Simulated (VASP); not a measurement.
Wanted: the native input for a VASP 6.6.1 run.

- Task: single point
- Functional: BLYP
- Potentials or basis: VASP PAW PBE potentials, release 64 (Te, Sn_d)
- Cutoff: 520 eV
- k mesh: 7 × 7 × 7
- Occupations: fermi-dirac, width 0.05 eV
- Spin: no spin polarisation
- Dipole correction: no
- Further INCAR settings: ALGO = Normal; EDIFF = 1e-06; NBANDS = 17

The structure of SnTe lies in POSCAR:

```
SnTe
1.0
    0.0000000000      3.2984555438      3.2984555438
    3.2984555438      0.0000000000      3.2984555438
    3.2984555438      3.2984555438      0.0000000000
Te Sn
1 1
Direct
    0.5000000000      0.5000000000      0.5000000000
    0.0000000000      0.0000000000      0.0000000000
```

One way to write it, as run:

INCAR

```
AGGAC    = 1.0          
AGGAX    = 1.0          
ALDAC    = 0.0          
ALDAX    = 1.0          
ALGO     = Normal         # electronic algorithm
EDIFF    = 1E-6           # SCF threshold, eV
ENCUT    = 520            # plane-wave cutoff, eV
GGA      = B5             # functional
ISIF     = 2              # what is computed and relaxed
ISMEAR   = -1             # smearing method
LASPH    = True           # aspherical terms in the spheres
LCHARG   = True           # write CHGCAR
LELF     = True           # ELF
LREAL    = False          # projectors in reciprocal space
LVHAR    = True         
LWAVE    = False          # write WAVECAR
NBANDS   = 17             # bands
NELM     = 80             # most SCF steps
PREC     = Accurate       # precision mode
SIGMA    = 0.05           # smearing width, eV
```

KPOINTS

```
k-points
0
Gamma
  7 7 7
```

Potentials or basis: VASP PAW PBE potentials, release 64 (Te, Sn_d).

Run with:

```bash
$ cat potpaw_PBE.64/Te/POTCAR potpaw_PBE.64/Sn_d/POTCAR > POTCAR
$ mpirun -np 1 vasp_std > vasp.out
```

It gave:

```
Pressure : 0.0 GPa
```

Caveat: the PAW data sets were made with another functional, which shifts forces and pressure a little.

Wall time 43 s on 1 thread of AMD EPYC 7R43 64-Core Processor (Zen 3) (shared host), peak memory 0.18 GiB.
